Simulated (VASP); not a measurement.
# SnO (Romarchite) (P4/nmm) in VASP: notebook, part 2 of 2

VASP 6.6.1.

### Step 3. Single point, r2SCAN (epitaxial xy strain +1.2%)

POSCAR

```
SnO
1.0
    3.8400569521      0.0000000000      0.0000000000
    0.0000000000      3.8400569521      0.0000000000
    0.0000000000      0.0000000000      4.7284749520
Sn O
2 2
Direct
    0.5000000000      0.0000000000      0.2389857777
    0.0000000000      0.5000000000      0.7610142223
    0.0000000000      0.0000000000      0.0000000000
    0.5000000000      0.5000000000      0.0000000000
```

INCAR.step1

```
SYSTEM = SnO
ALGO = Normal
EDIFF = 1E-4
ENCUT = 520
GGA = PE
ISMEAR = -1
LASPH = .TRUE.
LCHARG = .FALSE.
LREAL = .FALSE.
LWAVE = .TRUE.
NBANDS = 28
NELM = 100
PREC = Accurate
SIGMA = 0.02
```

INCAR.step2

```
SYSTEM = SnO
ALGO = Normal
EDIFF = 1E-6
ENCUT = 520
ISIF = 2
ISMEAR = -1
ISTART = 1
LASPH = .TRUE.
LCHARG = .FALSE.
LMIXTAU = .TRUE.
LREAL = .FALSE.
LWAVE = .FALSE.
METAGGA = R2SCAN
NBANDS = 28
NELM = 100
PREC = Accurate
SIGMA = 0.02
```

KPOINTS

```
k-points
0
G
  6 6 6
  0 0 0
```

Potentials or basis: VASP PAW PBE potentials, release 64 (Sn_d, O).

Command:

```bash
$ cat potpaw_PBE.64/Sn_d/POTCAR potpaw_PBE.64/O/POTCAR > POTCAR
$ cp INCAR.step1 INCAR
$ mpirun -np 1 vasp_std > vasp.out
$ cp INCAR.step2 INCAR
$ mpirun -np 1 vasp_std > vasp.out
```

Run time: 1.9 min. Hardware: 1 thread of Intel Xeon 6975P-C (Granite Rapids), shared host; peak memory 0.21 GiB.

Results (log left out):

* Free energy: -66.8905 eV
* Pressure: 0.2 GPa
* Largest force: 0.126 eV/Å
* Band gap on the k mesh: 0.29 eV, indirect (least direct gap 2.23 eV)

Forces on the atoms (eV/Å):
```
Sn   0.000  0.000  0.126
Sn   0.000  0.000 -0.126
O    0.000  0.000  0.000
O    0.000  0.000  0.000
```

Stress tensor (GPa, compression positive):
```
-0.50  0.00  0.00
 0.00 -0.50  0.00
 0.00  0.00  1.67
```

Levels at points of the mesh, in eV from the valence-band top:
```tsv
k point	band 16	band 17	band 18	band 19	band 20	band 21	band 22	band 23	band 24	band 25
(0.00, 0.00, 0.00)	-6.62	-3.74	-3.54	-3.54	0.00	2.46	4.88	4.88	4.89	6.33
(0.50, 0.00, 0.00)	-5.22	-5.20	-5.20	-2.80	-2.80	3.70	3.70	6.22	6.22	6.45
(0.50, 0.50, 0.00)	-5.34	-2.86	-2.86	-1.94	-1.94	0.29	0.29	5.02	5.02	8.08
(0.00, 0.00, 0.50)	-3.82	-3.56	-3.56	-2.86	-2.25	1.90	3.12	3.12	3.69	8.80
(0.50, 0.00, 0.50)	-5.75	-5.15	-5.15	-1.83	-1.83	3.02	3.02	5.66	5.66	7.16
(0.50, 0.50, 0.50)	-5.83	-2.86	-2.86	-2.83	-2.83	2.64	2.64	4.68	4.68	6.01
```

Caveat: the cell differs from its parent crystal (epitaxial xy strain +1.2%); the PAW data sets were made with another functional, which shifts forces and pressure a little; spin-orbit coupling is left out, which moves the levels of the heavy elements. A k mesh can miss the band edges.

### Step 4. Single point, r2SCAN (uniaxial z strain +4.7%)

POSCAR

```
SnO
1.0
    3.7926488416      0.0000000000      0.0000000000
    0.0000000000      3.7926488416      0.0000000000
    0.0000000000      0.0000000000      4.9828014790
Sn O
2 2
Direct
    0.5000000000      0.0000000000      0.2315746403
    0.0000000000      0.5000000000      0.7684253597
    0.0000000000      0.0000000000      0.0000000000
    0.5000000000      0.5000000000      0.0000000000
```

INCAR.step1

```
PREC = Accurate
ENCUT = 520
ISMEAR = 0
SIGMA = 0.01
LREAL = False
LASPH = True
NELM = 80
NBANDS = 28
GGA = PE
ALGO = Normal
EDIFF = 1E-4
LWAVE = True
LCHARG = False
```

INCAR.step2

```
PREC = Accurate
ENCUT = 520
EDIFF = 1E-6
ISMEAR = 0
SIGMA = 0.01
LREAL = False
LASPH = True
NELM = 80
ALGO = Normal
ISIF = 2
LWAVE = False
LCHARG = False
METAGGA = R2SCAN
LMIXTAU = True
NBANDS = 28
ISTART = 1
```

KPOINTS

```
Automatic mesh
0
Gamma
  6 6 6
```

Command:

```bash
$ cat potpaw_PBE.64/Sn_d/POTCAR potpaw_PBE.64/O/POTCAR > POTCAR
$ cp INCAR.step1 INCAR
$ mpirun -np 1 vasp_std > vasp.out
$ cp INCAR.step2 INCAR
$ mpirun -np 1 vasp_std > vasp.out
```

Wall time 99 s (1 thread of Intel Xeon 6975P-C (Granite Rapids), shared host); peak memory 0.22 GiB.

Results (log left out):

| Quantity | Value |
| --- | --- |
| Free energy | -66.9013 eV |
| Pressure | 0.9 GPa |
| Largest force | 0.128 eV/Å |
| Band gap on the k mesh | 0.35 eV, indirect (least direct gap 2.34 eV) |

Forces on the atoms (eV/Å):
```
Sn   0.000  0.000  0.128
Sn   0.000  0.000 -0.128
O    0.000  0.000  0.000
O    0.000  0.000  0.000
```

Stress tensor (GPa, compression positive):
```
1.24 0.00 0.00
0.00 1.24 0.00
0.00 0.00 0.34
```

Levels at points of the mesh, in eV from the valence-band top:
| k point | band 17 | band 18 | band 19 | band 20 | band 21 | band 22 | band 23 | band 24 |
| --- | --- | --- | --- | --- | --- | --- | --- | --- |
| (0.00, 0.00, 0.00) | -3.91 | -3.58 | -3.58 | 0.00 | 2.34 | 4.28 | 5.05 | 5.05 |
| (0.50, 0.00, 0.00) | -5.28 | -5.28 | -2.91 | -2.91 | 3.29 | 3.29 | 6.20 | 6.20 |
| (0.50, 0.50, 0.00) | -2.90 | -2.90 | -2.11 | -2.11 | 0.35 | 0.35 | 4.67 | 4.67 |
| (0.00, 0.00, 0.50) | -3.59 | -3.59 | -3.31 | -2.60 | 2.02 | 3.32 | 3.32 | 3.95 |
| (0.50, 0.00, 0.50) | -5.25 | -5.25 | -2.02 | -2.02 | 2.62 | 2.62 | 5.84 | 5.84 |
| (0.50, 0.50, 0.50) | -2.90 | -2.90 | -2.78 | -2.78 | 2.53 | 2.53 | 4.10 | 4.10 |

Caveat: the cell differs from its parent crystal (uniaxial z strain +4.7%); the PAW data sets were made with another functional, which shifts forces and pressure a little; spin-orbit coupling is left out, which moves the levels of the heavy elements. A k mesh can miss the band edges.

### Step 5. Single point, PBE

INCAR

```
SYSTEM = SnO
PREC = Accurate
ENCUT = 910
EDIFF = 1E-6
ISMEAR = -1
SIGMA = 0.02
LREAL = .False.
LASPH = .True.
NELM = 120
ALGO = Normal
ISIF = 2
LWAVE = .False.
LCHARG = .False.
GGA = PE
NBANDS = 28
GGA_COMPAT = .False.
```

KPOINTS

```
regular mesh
0
Gamma
  6 6 6
  0 0 0
```

POSCAR

```
SnO
1.0
    3.7926488416      0.0000000000      0.0000000000
    0.0000000000      3.7926488416      0.0000000000
    0.0000000000      0.0000000000      4.7582137882
Sn O
2 2
Direct
    0.5000000000      0.0000000000      0.2410340873
    0.0000000000      0.5000000000      0.7589659127
    0.0000000000      0.0000000000      0.0000000000
    0.5000000000      0.5000000000      0.0000000000
```

Potentials or basis: VASP PAW PBE potentials, release 64 (Sn_d, O_h).

Command:

```bash
$ cat potpaw_PBE.64/Sn_d/POTCAR potpaw_PBE.64/O_h/POTCAR > POTCAR
$ mpirun -np 1 vasp_std > vasp.out
```

Run time: 65 s. Hardware: 1 thread of Intel Xeon 6975P-C (Granite Rapids), shared host; peak memory 0.34 GiB.

The run converged. Its results:

| Item | Value |
| --- | --- |
| Free energy | -22.6535 eV |
| Pressure | 5.5 GPa |
| Largest force | 0.575 eV/Å |
| Band gap on the k mesh | zero (band 20 reaches 7.73 eV, above the bottom of band 21 at 7.67 eV) |

Forces in eV/Å, atoms in the order of the input:
```
Sn   0.000  0.000  0.575
Sn   0.000  0.000 -0.575
O    0.000  0.000  0.000
O    0.000  0.000  0.000
```

Stress tensor (GPa, compression positive):
```
5.79 0.00 0.00
0.00 5.79 0.00
0.00 0.00 4.90
```

Levels at points of the mesh, in eV from the Fermi level:
| k point | band 17 | band 18 | band 19 | band 20 | band 21 | band 22 | band 23 | band 24 |
| --- | --- | --- | --- | --- | --- | --- | --- | --- |
| (0.00, 0.00, 0.00) | -3.55 | -3.25 | -3.25 | 0.05 | 2.21 | 4.57 | 4.64 | 4.64 |
| (0.50, 0.00, 0.00) | -4.95 | -4.95 | -2.78 | -2.78 | 3.32 | 3.32 | 5.94 | 5.94 |
| (0.50, 0.50, 0.00) | -2.58 | -2.58 | -1.88 | -1.88 | -0.01 | -0.01 | 4.52 | 4.52 |
| (0.00, 0.00, 0.50) | -3.27 | -3.27 | -2.96 | -2.25 | 1.72 | 2.88 | 2.88 | 3.66 |
| (0.50, 0.00, 0.50) | -4.90 | -4.90 | -1.76 | -1.76 | 2.69 | 2.69 | 5.41 | 5.41 |
| (0.50, 0.50, 0.50) | -2.75 | -2.75 | -2.59 | -2.59 | 2.31 | 2.31 | 4.23 | 4.23 |

Caveat: the cutoff is under 1.25 times the usual one of these potentials, so pressure, stress and relaxed cells hold a basis-set (Pulay) error; spin-orbit coupling is left out, which moves the levels of the heavy elements.

### Step 6. The runs side by side

```csv
level,potentials or basis,cell,cutoff (eV),smearing,second run,gap on the mesh (eV),pressure (GPa),largest force (eV/Å)
r2SCAN,"VASP PAW PBE potentials, release 64 (Sn_d, O)","a = 3.793, b = 3.793, c = 4.758 Å, 4 atoms",520,fermi-dirac 0.02 eV,-,0.03,1.8,0.12
r2SCAN,"VASP PAW PBE potentials, release 64 (Sn_d, O)","a = 3.840, b = 3.840, c = 4.728 Å, 4 atoms",520,fermi-dirac 0.02 eV,-,0.29,0.2,0.13
r2SCAN,"VASP PAW PBE potentials, release 64 (Sn_d, O)","a = 3.793, b = 3.793, c = 4.983 Å, 4 atoms",520,gaussian 0.01 eV,-,0.35,0.9,0.13
PBE,"VASP PAW PBE potentials, release 64 (Sn_d, O_h)","a = 3.793, b = 3.793, c = 4.758 Å, 4 atoms",910,fermi-dirac 0.02 eV,hard_potentials,none,5.5,0.58
```

Alike in all rows: task single point; no spin polarisation; k mesh 6 × 6 × 6.

Caveats: spin-orbit coupling is left out, which moves the levels of the heavy elements; the PAW data sets were made with another functional, which shifts forces and pressure a little (some runs); the cutoff is under 1.25 times the usual one of these potentials, so pressure, stress and relaxed cells hold a basis-set (Pulay) error (some runs).

Total energies depend on the potentials used, so only differences within one code and one set of settings carry meaning.
